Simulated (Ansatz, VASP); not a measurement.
**Two plane-wave programs on Rb**

File INCAR:

```
SYSTEM = Rb
ALGO = Normal ; EDIFF = 1E-6
ENCUT = 520 ; GGA = RP
ISIF = 2 ; ISMEAR = -1
LASPH = .True. ; LCHARG = .True.
LELF = .True. ; LREAL = .False.
LVHAR = .True. ; LWAVE = .False.
NBANDS = 16 ; NELM = 80
PREC = Accurate ; SIGMA = 0.1
```

File KPOINTS:

```
k-points
0
Gamma
  8 8 4
  0 0 0
```

Contents of POSCAR:

```
Rb
1.0
    5.1378117385      0.0000000000      0.0000000000
   -2.5689058693      4.4494754854      0.0000000000
    0.0000000000      0.0000000000      8.4715406343
Rb
2
Direct
    0.3333333333      0.6666666667      0.2500000000
    0.6666666667      0.3333333333      0.7500000000
```

Input for Ansatz:

```yaml
crystal:
  lattice:
    - [5.1378117385, 0.0, 0.0]
    - [-2.5689058693, 4.4494754854, 0.0]
    - [0.0, 0.0, 8.4715406343]
  atoms:
    - { symbol: Rb, position: [0.3333333333, 0.6666666667, 0.25] }
    - { symbol: Rb, position: [0.6666666667, 0.3333333333, 0.75] }
hamiltonian:
  xc: rpbe
  pseudopotentials:
    kind: paw
    azcp:
      Rb: "pseudopotentials/Rb.paw.azcp"
basis:
  ecutwfc: 420
  fft_grid_basis: typed
kpoints:
  mp_grid: { grid: [8, 8, 4], shift: [0, 0, 0] }
magnetization:
  spin_polarized: false
scf:
  occupations: { method: fermi_dirac, width: 0.1 }
  lower_state_search: "off"
output:
  stress: true
  write_density: true
  write_potential: true
  elf: true
  volumetric_format: npy
```

Alike in both runs: task single point; functional RPBE; k mesh 8 × 8 × 4; occupations fermi-dirac, width 0.1 eV; no spin polarisation.

|  | VASP | Ansatz |
| --- | --- | --- |
| version | VASP 6.6.1 | Ansatz 0.2.0 |
| potentials or method | VASP PAW PBE potentials, release 64 (Rb_sv), cutoff 520 eV | plane waves (420 eV) with PAW, scalar-relativistic |
| valence electrons in the cell | 18 | 18 |

|  | VASP | Ansatz | Ansatz less VASP |
| --- | --- | --- | --- |
| pressure (GPa) | 0.1 | 0.1 | 0.00 |

VASP's potentials were made for PBE, not for RPBE. The functional is the same, so the differences come from potentials, cutoffs and numerics.
